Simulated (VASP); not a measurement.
# Mg4C: relaxation of the atoms with LDA

System: Mg4C, a slab with vacuum.

```
CELL_PARAMETERS angstrom
3.14661 0.00000 0.00000
-1.57331 2.72505 0.00000
0.00000 0.00000 23.06060
ATOMIC_POSITIONS crystal
Mg 0.66667 0.33333 0.17346
Mg 0.33333 0.66667 0.28271
Mg 0.66667 0.33333 0.39022
Mg 0.33333 0.66667 0.50131
C 0.66667 0.83333 0.58059
```

```
Program                   : VASP 6.6.1
Task                      : relaxation of the atoms
Functional                : LDA
Potentials or basis       : VASP PAW LDA potentials, release 64 (Mg, C)
Cutoff                    : 520 eV
k mesh                    : 9 × 9 × 1
Occupations               : gaussian, width 0.1 eV
Spin                      : no spin polarisation
Dipole correction         : yes
Atoms held fixed (from 0) : [0, 1, 2, 3, 4]
Further INCAR settings    : ALGO = Normal; EDIFF = 1e-06; IBRION = 2; EDIFFG = -0.025; NSW = 36
```

```json
{
 "Energy gained by relaxing": "0.3 meV/atom",
 "Ionic steps": "3",
 "Band gap on the k mesh": "zero (bands 6 and 7 overlap by 0.02 eV)"
}
```

Step by step:
| step | energy change (eV) | largest force on free atoms (eV/Å) | pressure (GPa) |
| --- | --- | --- | --- |
| 1 | 0.0000 | 0.1340 | -1.43 |
| 2 | -0.0007 | 0.0878 | -1.46 |
| 3 | -0.0013 | 0.0028 | -1.52 |

Final structure:
```yaml
crystal:
  lattice:
    - [3.14661, 0.00000, 0.00000]
    - [-1.57331, 2.72505, 0.00000]
    - [0.00000, 0.00000, 23.06060]
  atoms:
    - { symbol: Mg, position: [0.66667, 0.33333, 0.17346] }
    - { symbol: Mg, position: [0.33333, 0.66667, 0.28271] }
    - { symbol: Mg, position: [0.66667, 0.33333, 0.39022] }
    - { symbol: Mg, position: [0.33333, 0.66667, 0.50131] }
    - { symbol: C, position: [0.66667, 0.83333, 0.58140] }
```

Levels at points of the mesh, in eV from the Fermi level:
| k point | band 4 | band 5 | band 6 | band 7 | band 8 | band 9 |
| --- | --- | --- | --- | --- | --- | --- |
| (0.00, 0.00, 0.00) | -4.23 | -2.35 | -0.91 | 1.06 | 2.21 | 2.31 |

Run time: 99 s on 1 thread of AMD EPYC 7R13 Processor (Zen 3), on a shared host, peak memory 0.25 GiB.
